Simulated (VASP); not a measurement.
Set up this calculation in VASP 6.6.1, as the native input.

```yaml
Task: single point
Functional: PBE
Potentials_or_basis: VASP PAW PBE potentials, release 64 (Rh_pv)
Cutoff: 500 eV
k_mesh: 13 × 13 × 13
Occupations: methfessel-paxton, width 0.05 eV
Spin: no spin polarisation
Dipole_correction: no
Further_INCAR_settings: ALGO = Normal; EDIFF = 1e-06; NBANDS = 14
```

The structure of Rh lies in POSCAR:

```
Rh
1.0
    0.0000000000      1.8491655551      1.8491655551
    1.8491655551      0.0000000000      1.8491655551
    1.8491655551      1.8491655551      0.0000000000
Rh
1
Direct
    0.0000000000      0.0000000000      0.0000000000
```

These files were run (other wordings do the same):

INCAR

```
SYSTEM = Rh
PREC = Accurate ; ENCUT = 500
EDIFF = 1E-6 ; ISMEAR = 1
SIGMA = 0.05 ; LREAL = .False.
LASPH = .True. ; NELM = 120
ALGO = Normal ; ISIF = 2
LWAVE = .False. ; LCHARG = .False.
GGA = PE ; NBANDS = 14
GGA_COMPAT = .False.
```

KPOINTS

```
Automatic mesh
0
Gamma
  13 13 13
  0 0 0
```

Potentials or basis: VASP PAW PBE potentials, release 64 (Rh_pv).

Run with:

```sh
$ cat potpaw_PBE.64/Rh_pv/POTCAR > POTCAR
$ mpirun -np 1 vasp_std > vasp.out
```

It gave:

The pressure is 35.6 GPa.

Run time: 4.9 s on 1 thread of Intel(R) Xeon(R) 6975P-C (Granite Rapids), on a shared host, peak memory 0.13 GiB.
